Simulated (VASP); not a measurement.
A run of VASP 6.6.1:

File INCAR:

```
SYSTEM = Zn5O
PREC = Accurate
ENCUT = 520
EDIFF = 1E-6
ISMEAR = 0
SIGMA = 0.1
LREAL = .False.
LASPH = .True.
NELM = 150
ALGO = Normal
ISIF = 2
LWAVE = .False.
LCHARG = .True.
ISPIN = 2
MAGMOM = 0 0 0 0 0 1
LORBIT = 11
GGA = PE
LELF = .True.
LVHAR = .True.
NBANDS = 46
```

File KPOINTS:

```
regular mesh
0
Gamma
  6 6 4
  0 0 0
```

Contents of POSCAR:

```
Zn5O
1.0
    4.9939649727     -0.0000000029      0.0000000000
   -2.4969824838      4.3249005334      0.0000000000
    0.0000000000      0.0000000000      4.4114295251
Zn O
5 1
Direct
    0.0000000000      0.5000000000      0.5000000000
    0.3333333333      0.6666666667      0.0000000000
    0.6666666667      0.3333333333      0.0000000000
    0.5000000000      0.0000000000      0.5000000000
    0.5000000000      0.5000000000      0.5000000000
    0.0000000000      0.0000000000      0.0000000000
```

Potentials or basis: VASP PAW PBE potentials, release 64 (Zn, O).

Command:

```bash
$ cat potpaw_PBE.64/Zn/POTCAR potpaw_PBE.64/O/POTCAR > POTCAR
$ mpirun -np 1 vasp_std > vasp.out
```

Hardware: 1 thread of Intel(R) Xeon(R) Platinum 8488C (Sapphire Rapids), on a shared host.

Question: How long does it take, and how much memory?

Answer: Run time: 3.3 min on 1 thread of Intel(R) Xeon(R) Platinum 8488C (Sapphire Rapids), on a shared host, peak memory 0.34 GiB. Counts: scf iterations 20, k points 21.
